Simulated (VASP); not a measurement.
Crystal: AlCo.

```
CELL_PARAMETERS angstrom
2.70326 0.00000 0.00000
-1.35163 2.34109 0.00000
0.00000 0.00000 4.10514
ATOMIC_POSITIONS crystal
Al 0.00000 0.00000 0.50000
Co 0.66667 0.33333 0.00000
```

The cell was built from a structure type or drawn by symmetry, and may not be a known phase.

- Program: VASP 6.6.1
- Task: relaxation of cell and atoms
- Functional: PBE
- Potentials or basis: VASP PAW PBE potentials, release 64 (Al, Co)
- Cutoff: 600 eV
- k mesh: 6 × 6 × 4
- Occupations: gaussian, width 0.1 eV
- Spin: collinear spin, ferromagnetic start
- Starting moments: [0.0, 3.0] μB

At the start: pressure -7.9 GPa; volume 12.99 Å³/atom.

Q: How do energy, volume and symmetry change on relaxing?

A: Over 13 steps the energy falls by 60.6 meV/atom and the volume is 12.31 Å³/atom (-5.2 %); space group P-6m2 (No. 187, to 0.1 Å) before and after; moment 0.44 μB per cell.

The path:
```tsv
step	energy change (eV)	largest force (eV/Å)	pressure (GPa)	volume (Å³)
1	0.0000	0.0000	-7.93	25.98
2	-0.0907	0.0000	7.37	23.59
3	-0.1030	0.0000	3.10	24.15
4	-0.1031	0.0000	2.68	24.21
5	-0.1144	0.0000	-0.38	24.70
6	-0.1147	0.0000	-1.09	24.82
7	-0.1169	0.0000	-0.01	24.63
8	-0.1183	0.0000	1.50	24.38
9	-0.1191	0.0000	1.54	24.38
10	-0.1193	0.0000	1.93	24.35
11	-0.1198	0.0000	1.69	24.36
12	-0.1206	0.0000	1.05	24.46
13	-0.1212	0.0000	0.00	24.63
```

Final structure:
```yaml
crystal:
  lattice:
    - [2.76835, 0.00000, 0.00000]
    - [-1.38418, 2.39746, 0.00000]
    - [0.00000, 0.00000, 3.71076]
  atoms:
    - { symbol: Al, position: [0.00000, 0.00000, 0.50000] }
    - { symbol: Co, position: [0.66667, 0.33333, 0.00000] }
```

Caveat: the k points lie up to 0.44 Å⁻¹ apart in the final cell.
